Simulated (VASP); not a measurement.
A run of VASP 6.6.1 is set up as follows.

INCAR

```
SYSTEM = GaN
PREC = Accurate
ENCUT = 520
EDIFF = 1E-7
ISMEAR = 0
SIGMA = 0.05
LREAL = .False.
LASPH = .True.
NELM = 100
ALGO = Normal
ISIF = 2
LWAVE = .False.
LCHARG = .True.
GGA = RP
IVDW = 13
LELF = .True.
LVHAR = .True.
NBANDS = 16
```

The input KPOINTS:

```
Automatic mesh
0
Gamma
  10 10 10
  0 0 0
```

POSCAR

```
GaN
1.0
    0.0000000000      2.1119386577      2.1119386577
    2.1119386577      0.0000000000      2.1119386577
    2.1119386577      2.1119386577      0.0000000000
Ga N
1 1
Direct
    0.5000000000      0.5000000000      0.5000000000
    0.0000000000      0.0000000000      0.0000000000
```

Potentials or basis: VASP PAW PBE potentials, release 64 (Ga_d, N).

Run with:

```sh
$ cat potpaw_PBE.64/Ga_d/POTCAR potpaw_PBE.64/N/POTCAR > POTCAR
$ mpirun -np 1 vasp_std > vasp.out
```

(1) Estimate the band gap on the k mesh.

(2) What does it give for the pressure?

## Answers

(1) 0.73 eV, indirect (least direct gap 2.79 eV).

(2) -3.5 GPa.

Caveat: the PAW data sets were made with another functional, which shifts forces and pressure a little.
